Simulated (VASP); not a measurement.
# RbSi2 (P4/mmm) in VASP: further runs

The runs below take RbSi2 through single point, relaxation of cell and atoms, with PBE+D3(BJ).

Program: VASP 6.6.1. These are calculated values, not measurements. Logs are shortened: lines on timing, memory, paths and dates and some standing lists are left out, and cuts for length are marked.

## 1. The cell of the first run

The structure is tetragonal, space group P4/mmm (No. 123). Conventional cell: a = 4.312 Å, b = 4.312 Å, c = 5.575 Å, α = 90.00°, β = 90.00°, γ = 90.00°. Within 4.3 Å of Rb (site symmetry 4/mmm) lie 8 Si at 3.26 Å. Si (site symmetry 4mm) has 1 Si at 2.34 Å within 3.1 Å.

## 2. Single point, PBE+D3(BJ)

File INCAR:

```
SYSTEM = RbSi2
ALGO     = Normal         ! electronic algorithm
EDIFF    = 1E-6           ! SCF threshold, eV
ENCUT    = 520            ! plane-wave cutoff, eV
GGA      = PE             ! functional
ISIF     = 2              ! what is computed and relaxed
ISMEAR   = 0              ! smearing method
IVDW     = 12             ! dispersion correction
LASPH    = .True.         ! aspherical terms in the spheres
LCHARG   = .False.        ! write CHGCAR
LREAL    = .False.        ! projectors in reciprocal space
LWAVE    = .False.        ! write WAVECAR
NBANDS   = 16             ! bands
NELM     = 60             ! most SCF steps
PREC     = Accurate       ! precision mode
SIGMA    = 0.1            ! smearing width, eV
```

File KPOINTS:

```
k-points
0
Gamma
  4 4 4
  0 0 0
```

File POSCAR:

```
RbSi2
1.0
    4.3119653100      0.0000000000      0.0000000000
    0.0000000000      4.3119653100      0.0000000000
    0.0000000000      0.0000000000      5.5751384900
Rb Si
1 2
Direct
    0.0000000000      0.0000000000      0.0000000000
    0.5000000000      0.5000000000      0.7905757400
    0.5000000000      0.5000000000      0.2094242600
```

Potentials or basis: VASP PAW PBE potentials, release 64 (Rb_sv, Si).

Started as:

```sh
$ cat potpaw_PBE.64/Rb_sv/POTCAR potpaw_PBE.64/Si/POTCAR > POTCAR
$ mpirun -np 1 vasp_std > vasp.out
```

OUTCAR:

```text
SYSTEM = RbSi2
   EDIFF = 1E-6
   ENCUT = 520
   GGA = PE
   ISIF = 2
   ISMEAR = 0
   IVDW = 12
   LASPH = .True.
   LREAL = .False.
   NELM = 60
   PREC = Accurate
 IVDW          = 12

 ion  position               nearest neighbor table
   1  0.000  0.000  0.000-   2 3.26   3 3.26   2 3.26   3 3.26   2 3.26   3 3.26   2 3.26   3 3.26

   2  0.500  0.500  0.791-   3 2.34   1 3.26   1 3.26   1 3.26   1 3.26
   3  0.500  0.500  0.209-   2 2.34   1 3.26   1 3.26   1 3.26   1 3.26

  LATTYP: Found a simple tetragonal cell.
 ALAT       =     4.3119653100
 C/A-ratio  =     1.2929460441

  Lattice vectors:

 A1 = (   4.3119653100,   0.0000000000,   0.0000000000)
 A2 = (   0.0000000000,   4.3119653100,   0.0000000000)
 A3 = (   0.0000000000,   0.0000000000,   5.5751384900)

Analysis of symmetry for initial positions (statically):
=====================================================================
 Subroutine PRICEL returns:
 Original cell was already a primitive cell.

 Routine SETGRP: Setting up the symmetry group for a
 simple tetragonal supercell.

 Subroutine GETGRP returns: Found 16 space group operations
 (whereof 16 operations were pure point group operations)
 out of a pool of 16 trial point group operations.

The static configuration has the point symmetry D_4h.

Analysis of symmetry for dynamics (positions and initial velocities):
=====================================================================
 Subroutine PRICEL returns:
 Original cell was already a primitive cell.

 Routine SETGRP: Setting up the symmetry group for a
 simple tetragonal supercell.

 Subroutine GETGRP returns: Found 16 space group operations
 (whereof 16 operations were pure point group operations)
 out of a pool of 16 trial point group operations.

The dynamic configuration has the point symmetry D_4h.

 Subroutine INISYM returns: Found 16 space group operations
 (whereof 16 operations are pure point group operations),
 and found     1 'primitive' translations

----------------------------------------------------------------------------------------

                                     Primitive cell

  volume of cell :     103.6588

  direct lattice vectors                    reciprocal lattice vectors
     4.311965310  0.000000000  0.000000000     0.231912812  0.000000000  0.000000000
     0.000000000  4.311965310  0.000000000     0.000000000  0.231912812  0.000000000
     0.000000000  0.000000000  5.575138490     0.000000000  0.000000000  0.179367742

  length of vectors
     4.311965310  4.311965310  5.575138490     0.231912812  0.231912812  0.179367742

  position of ions in fractional coordinates (direct lattice)
     0.000000000  0.000000000  0.000000000
     0.500000000  0.500000000  0.790575740
     0.500000000  0.500000000  0.209424260

  ion indices of the primitive-cell ions
   primitive index   ion index
                 1           1
                 2           2
                 3           3

----------------------------------------------------------------------------------------

 KPOINTS: k-points

Automatic generation of k-mesh.
 Grid dimensions read from file:
 generate k-points for:    4    4    4

 Generating k-lattice:

  Cartesian coordinates                     Fractional coordinates (reciprocal lattice)
     0.057978203  0.000000000  0.000000000     0.250000000  0.000000000  0.000000000
     0.000000000  0.057978203  0.000000000     0.000000000  0.250000000  0.000000000
     0.000000000  0.000000000  0.044841935     0.000000000  0.000000000  0.250000000

  Length of vectors
     0.057978203  0.057978203  0.044841935

  Shift w.r.t. Gamma in fractional coordinates (k-lattice)
     0.000000000  0.000000000  0.000000000

 Subroutine IBZKPT returns following result:
 ===========================================

 Found     18 irreducible k-points:

 Following reciprocal coordinates:
            Coordinates               Weight
  0.000000  0.000000  0.000000      1.000000
  0.250000  0.000000  0.000000      4.000000
  0.500000  0.000000  0.000000      2.000000
  0.250000  0.250000  0.000000      4.000000
  0.500000  0.250000  0.000000      4.000000
  0.500000  0.500000  0.000000      1.000000
[... 10 lines left out ...]
  0.500000  0.250000  0.500000      4.000000
  0.500000  0.500000  0.500000      1.000000
   k-points           NKPTS =     18   k-points in BZ     NKDIM =     18   number of bands    NBANDS=     16
   number of dos      NEDOS =    301   number of ions     NIONS =      3
   total plane-waves  NPLWV =  43008
   dimension x,y,z NGX =    32 NGY =   32 NGZ =   42
   dimension x,y,z NGXF=    64 NGYF=   64 NGZF=   84
   ions per type =               1   2
   NGX,Y,Z   is equivalent  to a cutoff of  12.34, 12.34, 12.52 a.u.
   NGXF,Y,Z  is equivalent  to a cutoff of  24.67, 24.67, 25.05 a.u.
 SYSTEM =  RbSi2
   PREC   = accura    normal or accurate (medium, high low for compatibility)
   ISTART =      0    job   : 0-new  1-cont  2-samecut
   ICHARG =      2    charge: 1-file 2-atom 10-const
   ISPIN  =      1    spin polarized calculation?
   LNONCOLLINEAR =      F non collinear calculations
   LSORBIT =      F    spin-orbit coupling
   LASPH  =      T    aspherical Exc in radial PAW
   ENCUT  =  520.0 eV  38.22 Ry    6.18 a.u.   8.02  8.02 10.37*2*pi/ulx,y,z
   NELM   =     60;   NELMIN=  2; NELMDL= -5     # of ELM steps
   EDIFF  = 0.1E-05   stopping-criterion for ELM
   LREAL  =      F    real-space projection
[... 7 lines left out ...]
   TEBEG  =    0.0;   TEEND  =   0.0 temperature during run
   PSTRESS=    0.0 pullay stress
   NELECT =      17.0000    total number of electrons
   NUPDOWN=      -1.0000    fix difference up-down
   EMIN   =  10.00;   EMAX   =-10.00  energy-range for DOS
   EFERMI =   0.00;   METHOD = LEGACY
   ISMEAR =     0;   SIGMA  =   0.10  broadening in eV -4-tet -1-fermi 0-gaus
   EFERMI_NEDOS =   21; number of points for ismear=-14 and -15
   IALGO  =     38    algorithm
   IMIX   =      4    mixing-type and parameters
     AMIX     =   0.40;   BMIX     =  1.00
     AMIX_MAG =   1.60;   BMIX_MAG =  1.00
  volume/ion in A,a.u.               =      34.55       233.17
  Fermi-wavevector in a.u.,A,eV,Ry     =   0.896098  1.693381 10.925376  0.802993
  Thomas-Fermi vector in A             =   2.018514
   LORBIT       =      0    0 simple, 1 ext, 2 COOP (PROOUT), +10 PAW based schemes
   GGA     = PE    functional components
   LHFCALC =     F    Hartree Fock is set to
   AEXX    =    0.0000 exact exchange contribution
   IVDW    =    12    specifies the selected vdW correction
   LEPSILON=     F    determine dielectric tensor
   LRPA    =     F    only Hartree local field effects (RPA)
 non-spin polarized calculation
 Gauss-broadening in eV      SIGMA  =   0.10
  energy-cutoff  :      520.00
  volume of cell :      103.66
 maximum number of plane-waves:      2832
   NGX = 17   NGY = 17   NGZ = 21

 number of electron      17.0000001 magnetization

 Free energy of the ion-electron system (eV)
  ---------------------------------------------------
  ext. energy  EPLUGINS =         0.00000000
  ---------------------------------------------------
  free energy    TOTEN  =        -8.33470921 eV

  energy without entropy =       -8.32218648  energy(sigma->0) =       -8.32844784

 E-fermi :   1.4422     XC(G=0):  -7.6469

 val. band max:        1.4086512515   @ k =   0.2500   0.0000   0.0000
 cond. band min:       1.4957193078   @ k =   0.5000   0.0000   0.5000
 fundamental gap:      0.0870680563
 Fermi energy:         1.4421676797

 k-point     1 :       0.0000    0.0000    0.0000
  band No.  band energies     occupation
      1     -24.9395      2.00000
      2      -9.2787      2.00000
      3      -9.0980      2.00000
      4      -9.0980      2.00000
      5      -7.0624      2.00000
      6      -2.5294      2.00000
[... 8 lines left out ...]
     15       7.9494      0.00000
     16       8.7820      0.00000

 k-point     2 :       0.2500    0.0000    0.0000
  band No.  band energies     occupation
      1     -24.9314      2.00000
      2      -9.4927      2.00000
      3      -9.2398      2.00000
      4      -9.0650      2.00000
      5      -6.4776      2.00000
      6      -2.5517      2.00000
[... 8 lines left out ...]
     15       7.8967      0.00000
     16       8.6577      0.00000

 k-point     3 :       0.5000    0.0000    0.0000
  band No.  band energies     occupation
      1     -24.9233      2.00000
      2      -9.7865      2.00000
      3      -9.2000      2.00000
      4      -9.0314      2.00000
      5      -5.9278      2.00000
      6      -2.5793      2.00000
[... 8 lines left out ...]
     15       8.1300      0.00000
     16       8.6512      0.00000

 k-point     4 :       0.2500    0.2500    0.0000
  band No.  band energies     occupation
      1     -24.9238      2.00000
      2      -9.4665      2.00000
      3      -9.2532      2.00000
      4      -9.2085      2.00000
      5      -6.3373      2.00000
      6      -2.4595      2.00000
[... 8 lines left out ...]
     15       7.8880      0.00000
     16       8.3716      0.00000
[... 210 lines left out ...]
 k-point    16 :       0.2500    0.2500    0.5000
  band No.  band energies     occupation
      1     -24.9235      2.00000
      2      -9.4420      2.00000
      3      -9.2493      2.00000
      4      -9.2348      2.00000
      5      -5.9973      2.00000
      6      -4.0599      2.00000
[... 8 lines left out ...]
     15       7.7202      0.00000
     16       8.4973      0.00000

 k-point    17 :       0.5000    0.2500    0.5000
  band No.  band energies     occupation
      1     -24.9158      2.00000
      2      -9.5911      2.00000
      3      -9.2210      2.00000
      4      -9.1963      2.00000
      5      -5.9309      2.00000
      6      -3.9356      2.00000
[... 8 lines left out ...]
     15       8.8963      0.00000
     16       8.9593      0.00000

 k-point    18 :       0.5000    0.5000    0.5000
  band No.  band energies     occupation
      1     -24.9086      2.00000
      2      -9.3982      2.00000
      3      -9.3982      2.00000
      4      -9.1699      2.00000
      5      -6.3109      2.00000
      6      -3.6893      2.00000
[... 8 lines left out ...]
     15       9.7415      0.00000
     16      10.0306      0.00000

------------------------ aborting loop because EDIFF is reached ----------------------------------------

 Edisp (eV)   -0.59127

 E8    (eV) :    -0.2775

  FORCE on cell =-STRESS in cart. coord.  units (eV):
  Direction    XX          YY          ZZ          XY          YZ          ZX
  --------------------------------------------------------------------------------------
  -------------------------------------------------------------------------------------
  Total       4.45264     4.45264    -4.32921     0.00000     0.00000    -0.00000
  in kB      68.82122    68.82122   -66.91335     0.00000     0.00000    -0.00000
  external pressure =       23.58 kB  Pullay stress =        0.00 kB

 VOLUME and BASIS-vectors are now :
 -----------------------------------------------------------------------------
  energy-cutoff  :      520.00
  volume of cell :      103.66
      direct lattice vectors                 reciprocal lattice vectors
     4.311965310  0.000000000  0.000000000     0.231912812  0.000000000  0.000000000
     0.000000000  4.311965310  0.000000000     0.000000000  0.231912812  0.000000000
     0.000000000  0.000000000  5.575138490     0.000000000  0.000000000  0.179367742

 POSITION                                       TOTAL-FORCE (eV/Angst)
 -----------------------------------------------------------------------------------
      0.00000      0.00000      0.00000         0.000000      0.000000      0.000000
      2.15598      2.15598      4.40757         0.000000     -0.000000      0.089193
      2.15598      2.15598      1.16757         0.000000      0.000000     -0.089193
 -----------------------------------------------------------------------------------
    total drift:                                0.000000     -0.000000     -0.000000

  FREE ENERGIE OF THE ION-ELECTRON SYSTEM (eV)
  ---------------------------------------------------
  free  energy   TOTEN  =        -8.9259755617 eV

  energy  without entropy=       -8.9134528350  energy(sigma->0) =       -8.91971420
```

Wall time 32 s (1 thread of Intel Xeon 8259CL, shared host); peak memory 0.2 GiB.

What came out:

```
Free energy                : -8.9260 eV
Pressure                   : 2.4 GPa
Largest force              : 0.089 eV/Å
Dispersion energy per atom : -0.197 eV
```

Forces in eV/Å, atoms in the order of the input:
```
Rb   0.000  0.000  0.000
Si   0.000  0.000  0.089
Si   0.000  0.000 -0.089
```

Stress tensor (GPa, compression positive):
```
 6.88  0.00  0.00
 0.00  6.88  0.00
 0.00  0.00 -6.69
```

Caveat: the k points lie up to 0.36 Å⁻¹ apart; pairwise dispersion overbinds metals, which lowers pressure and volume.

## 3. Relaxation of cell and atoms, PBE+D3(BJ)

File INCAR:

```
  PREC = Accurate
  ENCUT = 600
  EDIFF = 1E-7
  ISMEAR = 0
  SIGMA = 0.1
  LREAL = F
  LASPH = T
  NELM = 100
  ALGO = Normal
  ISIF = 3
  LWAVE = F
  LCHARG = F
  GGA = PE
  IVDW = 12
  IBRION = 2
  NSW = 100
  EDIFFG = -0.01
```

File KPOINTS:

```
Automatic mesh
0
Gamma
  12 12 8
```

POSCAR is that of step 2.

Potentials or basis: VASP PAW PBE potentials, release 64 (Rb_sv, Si).

Started as:

```sh
$ cat potpaw_PBE.64/Rb_sv/POTCAR potpaw_PBE.64/Si/POTCAR > POTCAR
$ mpirun -np 1 vasp_std > vasp.out
```

Wall time 25 min (1 thread of Intel Xeon Platinum 8488C (Sapphire Rapids), shared host); peak memory 0.41 GiB.

It converged, with:

| Property | Result |
| --- | --- |
| Free energy | -10.6691 eV |
| Relaxed volume | 37.22 Å³/atom |
| Relaxed cell | a = 4.970 Å, b = 4.970 Å, c = 4.520 Å, α = 90.00°, β = 90.00°, γ = 90.00° |
| Space group after relaxing (to 0.05 Å) | P4/mmm (No. 123) |
| Energy gained by relaxing | 600.4 meV/atom |
| Ionic steps | 17 |
| Pressure after relaxing | 0.0 GPa |
| Dispersion energy per atom | -0.187 eV |

Forces in eV/Å, atoms in the order of the input:
```
Rb   0.000  0.000  0.000
Si   0.000  0.000  0.003
Si   0.000  0.000 -0.003
```

Step by step:
| step | energy change (eV) | largest force (eV/Å) | pressure (GPa) | volume (Å³) |
| --- | --- | --- | --- | --- |
| 1 | 0.0000 | 0.4066 | 1.96 | 103.66 |
| 2 | -0.9631 | 2.0341 | 2.88 | 108.92 |
| 3 | -0.9779 | 3.5693 | 3.52 | 109.79 |
| 4 | -1.4794 | 2.2139 | -0.18 | 119.88 |
| 5 | -1.6587 | 0.8754 | -0.90 | 130.26 |
| 6 | -1.6584 | 0.9301 | -0.93 | 129.86 |
| 7 | -1.7188 | 0.4744 | -1.30 | 125.93 |
| 8 | -1.7635 | 0.0343 | -1.53 | 119.35 |
| 9 | -1.7986 | 0.1601 | -0.23 | 113.38 |
| 10 | -1.7987 | 0.1722 | -0.14 | 113.03 |
| 11 | -1.8003 | 0.0912 | -0.09 | 112.62 |
| 12 | -1.8011 | 0.0239 | -0.01 | 112.05 |
| 13 | -1.8011 | 0.0199 | -0.02 | 112.07 |
| 14 | -1.8012 | 0.0127 | -0.05 | 112.00 |
| 15 | -1.8012 | 0.0110 | -0.06 | 111.98 |
| 16 | -1.8013 | 0.0023 | -0.03 | 111.77 |
| 17 | -1.8013 | 0.0026 | -0.01 | 111.65 |

Final structure:
```
Rb Si
1.0
     4.97003    0.00000    0.00000
     0.00000    4.97003    0.00000
     0.00000    0.00000    4.51994
Rb Si
1 2
Cartesian
  0.0000 0.0000 0.0000
  2.4850 2.4850 3.3958
  2.4850 2.4850 1.1241
```

Levels at points of the mesh, in eV from the Fermi level:
```tsv
k point	band 7	band 8	band 9	band 10	band 11	band 12
(0.00, 0.00, 0.00)	-1.77	-1.30	-1.30	1.63	2.51	4.02
(0.50, 0.00, 0.00)	-2.64	-1.74	-1.51	3.43	3.49	3.64
(0.50, 0.50, 0.00)	-2.03	-2.03	-1.55	2.33	3.15	3.15
(0.00, 0.00, 0.50)	0.18	0.18	0.30	0.30	3.30	3.57
(0.50, 0.00, 0.50)	-1.04	-0.65	-0.09	0.43	3.24	4.40
(0.50, 0.50, 0.50)	-0.78	-0.78	-0.35	-0.35	4.59	4.79
```

Caveat: pairwise dispersion overbinds metals, which lowers pressure and volume.
